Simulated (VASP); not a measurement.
## AlN: single point with PBE

AlN:

```xyz
4
Lattice="3.2306 0.0000 0.0000 -1.6153 2.7978 0.0000 0.0000 0.0000 4.6901" Properties=species:S:1:pos:R:3 pbc="T T T"
Al    0.0000    1.8652    3.5176
Al    1.6153    0.9326    1.1725
N     0.0000    1.8652    1.1725
N     1.6153    0.9326    3.5176
```

| Item | Value |
| --- | --- |
| Program | VASP 6.6.1 |
| Task | single point |
| Functional | PBE |
| Potentials or basis | VASP PAW PBE potentials, release 64 (Al, N) |
| Cutoff | 520 eV |
| k mesh | 9 × 9 × 6 |
| Occupations | gaussian, width 0.05 eV |
| Spin | no spin polarisation |

```
Pressure               : -3.1 GPa
Band gap on the k mesh : 2.52 eV, direct
```

Stress tensor (GPa, compression positive):
```
  1.23   0.00   0.00
  0.00   1.23   0.00
  0.00   0.00 -11.74
```

Levels at points of the mesh, in eV from the valence-band top:
```tsv
k point	band 4	band 5	band 6	band 7	band 8	band 9	band 10	band 11	band 12	band 13
(0.00, 0.00, 0.00)	-3.01	-3.01	-2.04	-2.04	0.00	2.52	4.47	8.60	8.60	10.06
(0.00, 0.00, 0.50)	-3.95	-2.54	-2.54	-2.54	-2.54	5.11	5.11	8.76	8.76	8.93
```

Run time: 11 s on 1 thread of Intel(R) Xeon(R) 6975P-C (Granite Rapids) (shared host), peak memory 0.16 GiB.

As with any semilocal functional, this PBE gap is likely too small.
